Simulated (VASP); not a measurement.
Set up this calculation in VASP 6.6.1, as the native input.

```yaml
Task: single point
Functional: PBE
Potentials_or_basis: VASP PAW PBE potentials, release 64 (Ga_d, N)
Cutoff: 520 eV
k_mesh: 12 × 12 × 6
Occupations: gaussian, width 0.05 eV
Spin: no spin polarisation
Dipole_correction: no
Further_INCAR_settings: ALGO = Normal; EDIFF = 1e-06; NBANDS = 26
```

The structure of GaN lies in POSCAR:

```
GaN
1.0
    3.2667053455      0.0000000000      0.0000000000
   -1.6333526728      2.8290498159      0.0000000000
    0.0000000000      0.0000000000      5.4003213440
Ga N
2 2
Direct
    0.3333333333      0.6666666667      0.9991316867
    0.6666666667      0.3333333333      0.4991316867
    0.3333333333      0.6666666667      0.3758683133
    0.6666666667      0.3333333333      0.8758683133
```

This cell differs from its parent crystal: strain +0.015 along x and y, +0.030 along z.

These files were run (other wordings do the same):

INCAR

```
PREC     = Accurate       # precision mode
ENCUT    = 520            # plane-wave cutoff, eV
EDIFF    = 1E-6           # SCF threshold, eV
ISMEAR   = 0              # smearing method
SIGMA    = 0.05           # smearing width, eV
LREAL    = F              # projectors in reciprocal space
LASPH    = T              # aspherical terms in the spheres
NELM     = 100            # most SCF steps
ALGO     = Normal         # electronic algorithm
ISIF     = 2              # what is computed and relaxed
LWAVE    = F              # write WAVECAR
LCHARG   = T              # write CHGCAR
GGA      = PE             # functional
LELF     = T              # ELF
LVHAR    = T            
NBANDS   = 26             # bands
```

KPOINTS

```
Automatic mesh
0
Gamma
  12 12 6
```

Potentials or basis: VASP PAW PBE potentials, release 64 (Ga_d, N).

Launch:

```console
$ cat potpaw_PBE.64/Ga_d/POTCAR potpaw_PBE.64/N/POTCAR > POTCAR
$ mpirun -np 1 vasp_std > vasp.out
```

It gave:

```yaml
Pressure: -8.6 GPa
Largest_force: 0.062 eV/Å
Band_gap_on_the_k_mesh: 1.29 eV
```

Caveat: the cell differs from its parent crystal (strain +0.015 along x and y, +0.030 along z); the cell stands under tension.

It took 37 s on 1 thread of Intel(R) Xeon(R) 6975P-C (Granite Rapids), on a shared host, peak memory 0.21 GiB.
